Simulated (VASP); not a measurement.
A run of VASP 6.6.1 is set up as follows.

Contents of INCAR:

```
  PREC = Accurate
  ENCUT = 520
  EDIFF = 1E-6
  ISMEAR = 0
  SIGMA = 0.15
  LREAL = False
  LASPH = True
  NELM = 60
  ALGO = Normal
  ISIF = 2
  LWAVE = False
  LCHARG = False
  GGA = CA
  NBANDS = 11
```

File KPOINTS:

```
Automatic mesh
0
Gamma
  20 20 20
```

File POSCAR:

```
Si
1.0
   -2.1816625201      2.1816625201      1.3292653899
    2.1816625201     -2.1816625201      1.3292653899
    2.1816625201      2.1816625201     -1.3292653899
Si
2
Direct
    0.2500000000      0.7500000000      0.5000000000
    0.5000000000      0.5000000000      0.0000000000
```

Potentials or basis: VASP PAW LDA potentials, release 64 (Si).

Run with:

```console
$ cat potpaw_LDA.64/Si/POTCAR > POTCAR
$ mpirun -np 1 vasp_std > vasp.out
```

Task: Estimate the band gap on the k mesh.

Result: Zero (band 4 reaches 15.10 eV, above the bottom of band 5 at 6.51 eV).

Task: What does it give for the pressure?

Result: 30.7 GPa.

Stress tensor (GPa, compression positive):
```
38.83  0.00  0.00
 0.00 38.83  0.00
 0.00  0.00 14.52
```

Caveat: the cell differs from its parent crystal (strain -0.080 along x and y, +0.000 along z).
